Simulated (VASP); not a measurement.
# H6C2O in VASP: further runs, part 2 of 3

VASP 6.6.1.

**3. Single point, PBEsol**

File INCAR:

```
SYSTEM = H6C2O
PREC     = Accurate       ! precision mode
ENCUT    = 520            ! plane-wave cutoff, eV
EDIFF    = 1E-6           ! SCF threshold, eV
ISMEAR   = -1             ! smearing method
SIGMA    = 0.05           ! smearing width, eV
LREAL    = Auto         
LASPH    = .True.         ! aspherical terms in the spheres
NELM     = 100            ! most SCF steps
ALGO     = Normal         ! electronic algorithm
ISIF     = 2              ! what is computed and relaxed
LWAVE    = .False.        ! write WAVECAR
LCHARG   = .True.         ! write CHGCAR
GGA      = PS             ! functional
LELF     = .True.         ! ELF
LVHAR    = .True.       
NBANDS   = 64             ! bands
```

File KPOINTS:

```
Automatic mesh
0
Gamma
  1 1 1
  0 0 0
```

File POSCAR:

```
H6C2O
1.0
    7.2936330000      0.0000000000      0.0000000000
    0.0000000000      7.2936330000      0.0000000000
    0.0000000000      0.0000000000      7.2936330000
C O H
8 4 24
Direct
    0.4180358403      0.8222376969      1.0194096687
    0.3295614134      1.0052329203      1.0130342451
    0.7780484705      0.5000114483      0.1381615993
    0.6767820646      0.4410833394      0.3189219968
    0.2603503631      0.4656938456      0.5712653763
    0.2700026174      0.6654434080      0.5072643496
    0.8579400691      0.9058174438      0.8124209156
    0.8746944081      1.0946807990      0.7313776276
    0.3565986937      1.0664644081      0.8322601370
    0.7481730984      0.2855778458      0.4012677907
    0.1562047336      0.6570251067      0.3479061806
    0.7091253426      1.1950423061      0.7520806161
    0.2872779587      1.1782194141      0.8073479979
    0.1833516987      1.0054385791      1.0544539326
    0.3808938563      1.1037023662      1.1203881522
    0.4090554049      0.7511345855      1.1622877104
    0.3468915971      0.7258933922      0.9224072558
    0.5667957244      0.8409115183      0.9761938940
    0.7059581967      0.2829591234      0.5285020510
    0.6769740128      0.5611880938      0.4072456072
    0.5285294722      0.4206956945      0.2805186387
    0.7021877849      0.6264504946      0.0895712740
    0.9225306510      0.5523858960      0.1754132680
    0.7750869834      0.3861313011      0.0285180239
    0.1177054014      0.7748813246      0.2985069306
    0.2140359955      0.7693148257      0.6114374003
    0.4070399484      0.7095229497      0.4722200857
    0.3443140065      0.4539301607      0.6956889660
    0.1176916908      0.4288397840      0.6017303037
    0.3054719095      0.3693632515      0.4630065703
    0.5991390025      1.1170290581      0.7727150516
    0.9786755105      1.1731053646      0.8038243767
    0.9169093098      1.0877432413      0.5832621411
    0.9777980329      0.8160679321      0.7677243974
    0.8444077183      0.9031575896      0.9719436116
    0.7327212652      0.8366886571      0.7620207927
```

Potentials or basis: VASP PAW PBE potentials, release 64 (C, O, H).

Run with:

```sh
$ cat potpaw_PBE.64/C/POTCAR potpaw_PBE.64/O/POTCAR potpaw_PBE.64/H/POTCAR > POTCAR
$ mpirun -np 1 vasp_gam > vasp.out
```

OUTCAR:

```text
SYSTEM = H6C2O
   PREC = Accurate
   ENCUT = 520
   EDIFF = 1E-6
   ISMEAR = -1
   LREAL = Auto
   LASPH = .True.
   NELM = 100
   ISIF = 2
   GGA = PS

 ion  position               nearest neighbor table
   1  0.418  0.822  0.019-  17 1.12  18 1.14  16 1.17   2 1.48
   2  0.330  0.005  0.013-  14 1.11  15 1.13   9 1.41   1 1.48
   3  0.778  0.500  0.138-  22 1.13  24 1.15  23 1.15   4 1.57
   4  0.677  0.441  0.319-  20 1.09  21 1.13  10 1.39   3 1.57
   5  0.260  0.466  0.571-  29 1.10  28 1.10  30 1.11   6 1.53
   6  0.270  0.665  0.507-  27 1.08  26 1.15  11 1.43   5 1.53
   7  0.858  0.906  0.812-  36 1.11  34 1.14  35 1.17   8 1.50
   8  0.875  0.095  0.731-  32 1.09  33 1.12  12 1.42   7 1.50
   9  0.357  0.066  0.832-  13 0.98   2 1.41
  10  0.748  0.286  0.401-  19 0.98   4 1.39
  11  0.156  0.657  0.348-  25 0.97   6 1.43
  12  0.709  0.195  0.752-  31 0.99   8 1.42
  13  0.287  0.178  0.807-   9 0.98
  14  0.183  0.005  0.054-   2 1.11
  15  0.381  0.104  0.120-   2 1.13
  16  0.409  0.751  0.162-   1 1.17
  17  0.347  0.726  0.922-   1 1.12
[... 17 lines left out ...]
  35  0.844  0.903  0.972-   7 1.17
  36  0.733  0.837  0.762-   7 1.11

  LATTYP: Found a simple cubic cell.
 ALAT       =     7.2936330000

  Lattice vectors:

 A1 = (   7.2936330000,   0.0000000000,   0.0000000000)
 A2 = (   0.0000000000,   7.2936330000,   0.0000000000)
 A3 = (   0.0000000000,   0.0000000000,   7.2936330000)

Analysis of symmetry for initial positions (statically):
=====================================================================
 Subroutine PRICEL returns:
 Original cell was already a primitive cell.

 Routine SETGRP: Setting up the symmetry group for a
 simple cubic supercell.

 Subroutine GETGRP returns: Found  1 space group operations
 (whereof  1 operations were pure point group operations)
 out of a pool of 48 trial point group operations.

The static configuration has the point symmetry C_1 .

Analysis of symmetry for dynamics (positions and initial velocities):
=====================================================================
 Subroutine PRICEL returns:
 Original cell was already a primitive cell.

 Routine SETGRP: Setting up the symmetry group for a
 simple cubic supercell.

 Subroutine GETGRP returns: Found  1 space group operations
 (whereof  1 operations were pure point group operations)
 out of a pool of 48 trial point group operations.

The dynamic configuration has the point symmetry C_1 .

 Subroutine INISYM returns: Found  1 space group operations
 (whereof  1 operations are pure point group operations),
 and found     1 'primitive' translations

----------------------------------------------------------------------------------------

                                     Primitive cell

  volume of cell :     388.0000

  direct lattice vectors                    reciprocal lattice vectors
     7.293633000  0.000000000  0.000000000     0.137105884  0.000000000  0.000000000
     0.000000000  7.293633000  0.000000000     0.000000000  0.137105884  0.000000000
     0.000000000  0.000000000  7.293633000     0.000000000  0.000000000  0.137105884

  length of vectors
     7.293633000  7.293633000  7.293633000     0.137105884  0.137105884  0.137105884

[... 99 lines left out ...]
 ===========================================

 Found      1 irreducible k-points:

 Following reciprocal coordinates:
            Coordinates               Weight
  0.000000  0.000000  0.000000      1.000000
   k-points           NKPTS =      1   k-points in BZ     NKDIM =      1   number of bands    NBANDS=     64
   number of dos      NEDOS =    301   number of ions     NIONS =     36
   total plane-waves  NPLWV = 157464
   dimension x,y,z NGX =    54 NGY =   54 NGZ =   54
   dimension x,y,z NGXF=   108 NGYF=  108 NGZF=  108
   ions per type =               8   4  24
   NGX,Y,Z   is equivalent  to a cutoff of  12.31, 12.31, 12.31 a.u.
   NGXF,Y,Z  is equivalent  to a cutoff of  24.62, 24.62, 24.62 a.u.
 SYSTEM =  H6C2O
   PREC   = accura    normal or accurate (medium, high low for compatibility)
   ISTART =      0    job   : 0-new  1-cont  2-samecut
   ICHARG =      2    charge: 1-file 2-atom 10-const
   ISPIN  =      1    spin polarized calculation?
   LNONCOLLINEAR =      F non collinear calculations
   LSORBIT =      F    spin-orbit coupling
   LASPH  =      T    aspherical Exc in radial PAW
   ENCUT  =  520.0 eV  38.22 Ry    6.18 a.u.  13.56 13.56 13.56*2*pi/ulx,y,z
   NELM   =    100;   NELMIN=  2; NELMDL= -5     # of ELM steps
   EDIFF  = 0.1E-05   stopping-criterion for ELM
   LREAL  =      T    real-space projection
   EDIFFG = 0.1E-04   stopping-criterion for IOM
   NSW    =      0    number of steps for IOM
   IBRION =     -1    ionic relax: 0-MD 1-quasi-New 2-CG
   NFREE  =      0    steps in history (QN), initial steepest desc. (CG)
   ISIF   =      2    stress and relaxation
   ISYM   =      2    0-nonsym 1-usesym 2-fastsym
   POTIM  = 0.5000    time-step for ionic-motion
   TEBEG  =    0.0;   TEEND  =   0.0 temperature during run
   PSTRESS=    0.0 pullay stress
   NELECT =      80.0000    total number of electrons
   NUPDOWN=      -1.0000    fix difference up-down
   EMIN   =  10.00;   EMAX   =-10.00  energy-range for DOS
   EFERMI =   0.00;   METHOD = LEGACY
   ISMEAR =    -1;   SIGMA  =   0.05  broadening in eV -4-tet -1-fermi 0-gaus
   EFERMI_NEDOS =   21; number of points for ismear=-14 and -15
   IALGO  =     38    algorithm
   IMIX   =      4    mixing-type and parameters
     AMIX     =   0.40;   BMIX     =  1.00
     AMIX_MAG =   1.60;   BMIX_MAG =  1.00
  volume/ion in A,a.u.               =      10.78        72.73
  Fermi-wavevector in a.u.,A,eV,Ry     =   0.967151  1.827650 12.726630  0.935381
  Thomas-Fermi vector in A             =   2.097013
   LORBIT       =      0    0 simple, 1 ext, 2 COOP (PROOUT), +10 PAW based schemes
   GGA     = PS    functional components
   LHFCALC =     F    Hartree Fock is set to
   AEXX    =    0.0000 exact exchange contribution
   IVDW    =     0    specifies the selected vdW correction
   LEPSILON=     F    determine dielectric tensor
   LRPA    =     F    only Hartree local field effects (RPA)
 non-spin polarized calculation
  energy-cutoff  :      520.00
  volume of cell :      388.00
 maximum number of plane-waves:      5198
 NGX is ok and might be reduce to    54
   NGX = 27   NGY = 27   NGZ = 27

 number of electron      79.9999988 magnetization

 Free energy of the ion-electron system (eV)
  ---------------------------------------------------
  ext. energy  EPLUGINS =         0.00000000
  ---------------------------------------------------
  free energy    TOTEN  =      -189.30581406 eV

  energy without entropy =     -189.30581406  energy(sigma->0) =     -189.30581406

 E-fermi :  -1.2329     XC(G=0):  -6.4939

 val. band max:       -2.4645006222   @ k =   0.0000   0.0000   0.0000
 cond. band min:       1.8832868215   @ k =   0.0000   0.0000   0.0000
 fundamental gap:      4.3477874437
 Fermi energy:        -1.2329340459

 k-point     1 :       0.0000    0.0000    0.0000
  band No.  band energies     occupation
      1     -23.2562      2.00000
      2     -22.4641      2.00000
      3     -22.3977      2.00000
      4     -21.8551      2.00000
      5     -15.7575      2.00000
      6     -15.4768      2.00000
[... 44 lines left out ...]
     51       5.1401      0.00000
     52       5.2939      0.00000
 [bands above 52 left out]

------------------------ aborting loop because EDIFF is reached ----------------------------------------

  FORCE on cell =-STRESS in cart. coord.  units (eV):
  Direction    XX          YY          ZZ          XY          YZ          ZX
  --------------------------------------------------------------------------------------
  -------------------------------------------------------------------------------------
  Total       -1.1679938     -2.3131278     -4.3844938     -1.3051377     -2.6974127      2.1659448
  in kB       -4.8230238     -9.5516520    -18.1049912     -5.3893353    -11.1384884      8.9438856
  external PRESSURE =     -10.8265557 kB  Pullay stress =       0.0000000 kB

 VOLUME and BASIS-vectors are now :
 -----------------------------------------------------------------------------
  energy-cutoff  :      520.00
  volume of cell :      388.00
      direct lattice vectors                 reciprocal lattice vectors
     7.293633000  0.000000000  0.000000000     0.137105884  0.000000000  0.000000000
     0.000000000  7.293633000  0.000000000     0.000000000  0.137105884  0.000000000
     0.000000000  0.000000000  7.293633000     0.000000000  0.000000000  0.137105884

 POSITION                                       TOTAL-FORCE (eV/Angst)
 -----------------------------------------------------------------------------------
      3.04900      5.99710      0.14157         0.617152     -1.434332      1.075241
      2.40370      0.03817      0.09507        -0.530326      0.676466      1.500334
      5.67480      3.64690      1.00770         0.209932      0.053699      0.667416
      4.93620      3.21710      2.32610        -0.452195      0.536595     -2.275316
      1.89890      3.39660      4.16660         0.277660      0.591587      0.424109
      1.96930      4.85350      3.69980        -1.790845     -0.260097      0.238854
[... 28 lines left out ...]
      6.15880      6.58730      7.08900         0.365360      0.179917     -1.651172
      5.34420      6.10250      5.55790         0.084995      0.012105     -0.173676
 -----------------------------------------------------------------------------------
    total drift:                                0.000784      0.024273     -0.017745

  FREE ENERGIE OF THE ION-ELECTRON SYSTEM (eV)
  ---------------------------------------------------
  free  energy   TOTEN  =      -189.3058140605 eV

  energy  without entropy=     -189.3058140605  energy(sigma->0) =     -189.30581406
```

Wall time 54 s (1 thread of Intel Xeon Platinum 8375C at 2.90GHz (Ice Lake), shared host); peak memory 0.36 GiB.

What came out:

- Free energy: -189.3058 eV
- Pressure: -1.1 GPa
- Largest force: 2.381 eV/Å
- Band gap on the k mesh: 4.35 eV

Forces on the atoms (eV/Å):
```
C    0.617 -1.434  1.075
C   -0.530  0.676  1.500
C    0.210  0.054  0.667
C   -0.452  0.537 -2.275
C    0.278  0.592  0.424
C   -1.791 -0.260  0.239
C    0.668 -0.982  1.071
C   -0.351 -0.627 -0.215
O    0.040  0.596 -0.885
O    0.581 -0.254 -0.451
O   -0.226  0.199 -0.435
O   -0.300  0.473 -0.109
H   -0.026  0.087  0.012
H   -0.322 -0.432 -0.529
H    0.591 -0.243 -0.529
H    0.189  0.882 -1.471
H    0.428  0.401  0.305
H   -1.115 -0.382  0.430
H   -0.084 -0.304  0.676
H    0.173  0.500  0.675
H    0.248 -0.030  0.043
H    0.353 -0.908 -0.035
H   -1.090 -0.899 -0.469
H    0.144  1.114  0.932
H    0.254  0.237  0.271
H    0.344 -0.884 -0.548
H    0.880  0.126 -0.148
H    0.191 -0.347  0.125
H   -0.180  0.110  0.110
H    0.213  0.290  0.153
H    0.076 -0.039  0.012
H    0.558  0.360  0.254
H   -0.266  0.018  0.434
H   -0.753  0.582  0.518
H    0.365  0.180 -1.651
H    0.085  0.012 -0.174
```

Stress tensor (GPa, compression positive):
```
-0.48 -0.54  0.89
-0.54 -0.96 -1.11
 0.89 -1.11 -1.81
```

Caveat: the k points lie up to 0.86 Å⁻¹ apart; the PAW data sets were made with another functional, which shifts forces and pressure a little.

**4. Single point, PBEsol**

File INCAR:

```
SYSTEM = H6C2O
  ALGO = Normal
  EDIFF = 1E-7
  ENCUT = 520
  GGA = PS
  ISIF = 2
  ISMEAR = -1
  LASPH = .True.
  LCHARG = .False.
  LREAL = Auto
  LWAVE = .False.
  NBANDS = 64
  NELM = 80
  PREC = Accurate
  SIGMA = 0.05
```

File KPOINTS:

```
k-points
0
Gamma
  1 1 1
  0 0 0
```

File POSCAR:

```
H6C2O
1.0
    7.2936330000      0.0000000000      0.0000000000
    0.0000000000      7.2936330000      0.0000000000
    0.0000000000      0.0000000000      7.2936330000
C O H
8 4 24
Direct
    0.3990878071      0.8211271392      1.0295280829
    0.3253659733      1.0138020380      1.0029158308
    0.7919784283      0.4768268434      0.1336233945
    0.6716405939      0.4477603960      0.3062259919
    0.2571695066      0.4627597797      0.5924893671
    0.2570324007      0.6617278385      0.5149148579
    0.8768606811      0.9034455120      0.8214973251
    0.8729942952      1.0938033213      0.7394668747
    0.3669501879      1.0751980529      0.8198931863
    0.7484884419      0.2912814505      0.3869813576
    0.1543949360      0.6711333022      0.3496885571
    0.7036959496      1.1889548048      0.7486118372
    0.3055404625      1.1936849578      0.8074713932
    0.1730550468      1.0176547134      1.0132673251
    0.4028445084      1.1104891074      1.0960244367
    0.3537194701      0.7697809857      1.1741747905
    0.3451366418      0.7210946863      0.9229968111
    0.5549223549      0.8167671721      1.0222614711
    0.7057388273      0.2666983655      0.5117614226
    0.6696525586      0.5612292255      0.4074238449
    0.5261301192      0.4204763250      0.2636820361
    0.7891540471      0.6244898804      0.0862670222
    0.9371735595      0.4276743839      0.1710258797
    0.7408927759      0.3872281482      0.0122983978
    0.1151278108      0.7968045554      0.3203067662
    0.2033143154      0.7674501857      0.6177168498
    0.4009524472      0.6947977777      0.4918947800
    0.3697334374      0.4626500950      0.6931662177
    0.1295376392      0.4289906004      0.6642505868
    0.2924057188      0.3618772702      0.4848886693
    0.5996874260      1.1080349121      0.7788848164
    0.9807183882      1.1731464964      0.8071286285
    0.9113565215      1.0890594577      0.5902271200
    0.9938942637      0.8170550945      0.7645983833
    0.8937932578      0.8982766202      0.9803482023
    0.7513539549      0.8284348829      0.7813938541
```

Potentials or basis: VASP PAW PBE potentials, release 64 (C, O, H).

Run with:

```sh
$ cat potpaw_PBE.64/C/POTCAR potpaw_PBE.64/O/POTCAR potpaw_PBE.64/H/POTCAR > POTCAR
$ mpirun -np 1 vasp_gam > vasp.out
```

OUTCAR:

```text
SYSTEM = H6C2O
   EDIFF = 1E-7
   ENCUT = 520
   GGA = PS
   ISIF = 2
   ISMEAR = -1
   LASPH = .True.
   LREAL = Auto
   NELM = 80
   PREC = Accurate

 ion  position               nearest neighbor table
   1  0.399  0.821  0.030-  17 1.14  18 1.14  16 1.17   2 1.52
   2  0.325  0.014  0.003-  14 1.11  15 1.13   9 1.44   1 1.52
   3  0.792  0.477  0.134-  22 1.13  23 1.15  24 1.16   4 1.55
   4  0.672  0.448  0.306-  20 1.11  21 1.12  10 1.40   3 1.55
   5  0.257  0.463  0.592-  29 1.10  28 1.10  30 1.11   6 1.56
   6  0.257  0.662  0.515-  27 1.09  26 1.14  11 1.42   5 1.56
[... 327 lines left out ...]
  Total       -3.5576149     -4.6832385     -5.4153866      2.8929775     -1.5431712     -1.5681105
  in kB      -14.6905411    -19.3386049    -22.3618807     11.9460387     -6.3722523     -6.4752349
  external PRESSURE =     -18.7970089 kB  Pullay stress =       0.0000000 kB

 VOLUME and BASIS-vectors are now :
 -----------------------------------------------------------------------------
  energy-cutoff  :      520.00
  volume of cell :      388.00
      direct lattice vectors                 reciprocal lattice vectors
     7.293633000  0.000000000  0.000000000     0.137105884  0.000000000  0.000000000
     0.000000000  7.293633000  0.000000000     0.000000000  0.137105884  0.000000000
     0.000000000  0.000000000  7.293633000     0.000000000  0.000000000  0.137105884

 POSITION                                       TOTAL-FORCE (eV/Angst)
 -----------------------------------------------------------------------------------
      2.91080      5.98900      0.21537         0.198174     -0.768596      0.760466
      2.37310      0.10067      0.02127         0.704789     -0.065041      0.011472
      5.77640      3.47780      0.97460        -0.058936     -0.248701     -0.510766
      4.89870      3.26580      2.23350         0.171396     -0.404712     -0.861202
      1.87570      3.37520      4.32140         0.217731      1.206604     -0.118580
      1.87470      4.82640      3.75560        -0.672875     -0.114053      0.878966
[... 28 lines left out ...]
      6.51900      6.55170      7.15030        -0.416740      0.206901     -1.584317
      5.48010      6.04230      5.69920        -0.020288     -0.073183      0.202350
 -----------------------------------------------------------------------------------
    total drift:                                0.010896     -0.023306      0.003015

  FREE ENERGIE OF THE ION-ELECTRON SYSTEM (eV)
  ---------------------------------------------------
  free  energy   TOTEN  =      -189.3446253311 eV

  energy  without entropy=     -189.3446253310  energy(sigma->0) =     -189.34462533
```

stdout:

```text
POSCAR found type information on POSCAR C O H
 POSCAR found :  3 types and      36 ions
 scaLAPACK will be used
 -----------------------------------------------------------------------------
|                                                                             |
|                                                                             |
|     You enforced a specific xc type in the INCAR file but a different       |
|     I HOPE YOU KNOW WHAT YOU ARE DOING!                                     |
|                                                                             |
 -----------------------------------------------------------------------------

 LDA part: xc-table for (Slater+PW92), standard interpolation
 POSCAR, INCAR and KPOINTS ok, starting setup
 FFT: planning ... GRIDC
 FFT: planning ... GRID_SOFT
 FFT: planning ... GRID
 WAVECAR not read
 entering main loop
```

It took 48 s on 1 thread of Intel Xeon Platinum 8375C at 2.90GHz (Ice Lake), shared host; peak memory 0.36 GiB.

Results:

| Item | Value |
| --- | --- |
| Free energy | -189.3446 eV |
| Pressure | -1.9 GPa |
| Largest force | 1.776 eV/Å |
| Band gap on the k mesh | 4.36 eV |

Forces in eV/Å, atoms in the order of the input:
```
C    0.198 -0.769  0.760
C    0.705 -0.065  0.011
C   -0.059 -0.249 -0.511
C    0.171 -0.405 -0.861
C    0.218  1.207 -0.119
C   -0.673 -0.114  0.879
C    0.536 -0.878  0.898
C    0.438 -0.465 -0.840
O   -0.117 -0.076 -0.380
O    0.355 -0.872  0.005
O   -0.376  0.029 -0.166
O    0.427  0.290  0.206
H    0.128  0.072 -0.327
H    0.352  0.082  0.558
H   -0.850 -0.430  0.076
H    0.551  0.328 -1.656
H    0.192  0.660  0.714
H   -1.066  0.131  0.082
H   -0.371  0.128  0.491
H    0.187  0.299 -0.296
H    0.203  0.239  0.091
H    0.221 -0.830  0.224
H   -1.178  0.794 -0.363
H    0.444  0.825  1.200
H    0.221 -0.423  0.419
H    0.362 -0.868 -0.483
H    0.534  0.357 -0.280
H    0.098 -0.167  0.130
H   -0.257 -0.147 -0.192
H   -0.223  0.144  0.071
H   -0.490 -0.130  0.071
H    0.164  0.596  0.180
H    0.065 -0.186  0.438
H   -0.675  0.759  0.347
H   -0.417  0.207 -1.584
H   -0.020 -0.073  0.202
```

Stress tensor (GPa, compression positive):
```
-1.47  1.19 -0.65
 1.19 -1.93 -0.64
-0.65 -0.64 -2.24
```

Caveat: the k points lie up to 0.86 Å⁻¹ apart; the PAW data sets were made with another functional, which shifts forces and pressure a little.

[end of part 2 of 3]
